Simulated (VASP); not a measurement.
Wanted: the native input for a VASP 6.6.1 run.

- Task: single point
- Functional: PBE
- Potentials or basis: VASP PAW PBE potentials, release 64 (Al, Pd)
- Cutoff: 520 eV
- k mesh: 12 × 12 × 12
- Occupations: gaussian, width 0.1 eV
- Spin: no spin polarisation
- Dipole correction: no
- Further INCAR settings: ALGO = Normal; EDIFF = 1e-06; NBANDS = 18

The structure of Al3Pd lies in POSCAR:

```
Al3Pd
1.0
    3.9615895000      0.0000000000      0.0000000000
    0.0000000000      3.9615895000      0.0000000000
    0.0000000000      0.0000000000      3.9615895000
Al Pd
3 1
Direct
    0.0000000000      0.5000000000      0.5000000000
    0.5000000000      0.0000000000      0.5000000000
    0.5000000000      0.5000000000      0.0000000000
    0.0000000000      0.0000000000      0.0000000000
```

The input as run:

INCAR

```
PREC     = Accurate       # precision mode
ENCUT    = 520            # plane-wave cutoff, eV
EDIFF    = 1E-6           # SCF threshold, eV
ISMEAR   = 0              # smearing method
SIGMA    = 0.1            # smearing width, eV
LREAL    = F              # projectors in reciprocal space
LASPH    = T              # aspherical terms in the spheres
NELM     = 80             # most SCF steps
ALGO     = Normal         # electronic algorithm
ISIF     = 2              # what is computed and relaxed
LWAVE    = F              # write WAVECAR
LCHARG   = F              # write CHGCAR
GGA      = PE             # functional
NBANDS   = 18             # bands
```

KPOINTS

```
Automatic mesh
0
Gamma
  12 12 12
```

Potentials or basis: VASP PAW PBE potentials, release 64 (Al, Pd).

Run with:

```bash
$ cat potpaw_PBE.64/Al/POTCAR potpaw_PBE.64/Pd/POTCAR > POTCAR
$ mpirun -np 1 vasp_std > vasp.out
```

It gave:

| Quantity | Value |
| --- | --- |
| Pressure | 0.0 GPa |
| Band gap on the k mesh | zero (an odd number of electrons rules out a gap without spin polarisation) |

Wall time 45 s on 1 thread of Intel(R) Xeon(R) 6975P-C (Granite Rapids), on a shared host, peak memory 0.22 GiB.
